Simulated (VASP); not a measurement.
A run of VASP 6.6.1:

The input INCAR:

```
PREC = Accurate
ENCUT = 520
EDIFF = 1E-7
ISMEAR = -1
SIGMA = 0.1
LREAL = False
LASPH = True
NELM = 80
ALGO = Normal
ISIF = 2
LWAVE = False
LCHARG = False
GGA = PE
NBANDS = 21
```

File KPOINTS:

```
regular mesh
0
Gamma
  13 9 9
```

File POSCAR:

```
AlNi
1.0
    0.0000000000      0.0000000000      2.8935740684
    2.8935740684     -2.8935740684      0.0000000000
    2.8935740684      2.8935740684      0.0000000000
Ni Al
2 2
Direct
    0.0000000000      0.0000000000      0.0000000000
    0.0000000000      0.5000000000      0.5000000000
    0.5000000000      0.5000000000      0.0000000000
    0.5000000000      0.0000000000      0.5000000000
```

Potentials or basis: VASP PAW PBE potentials, release 64 (Ni, Al).

Command:

```sh
$ cat potpaw_PBE.64/Ni/POTCAR potpaw_PBE.64/Al/POTCAR > POTCAR
$ mpirun -np 1 vasp_std > vasp.out
```

Hardware: 1 thread of Intel(R) Xeon(R) 6975P-C (Granite Rapids) (shared host).

Task: How long does it take, and how much memory?

Result: It took 31 s on 1 thread of Intel(R) Xeon(R) 6975P-C (Granite Rapids), on a shared host, peak memory 0.22 GiB. Counts: scf iterations 14, k points 105.
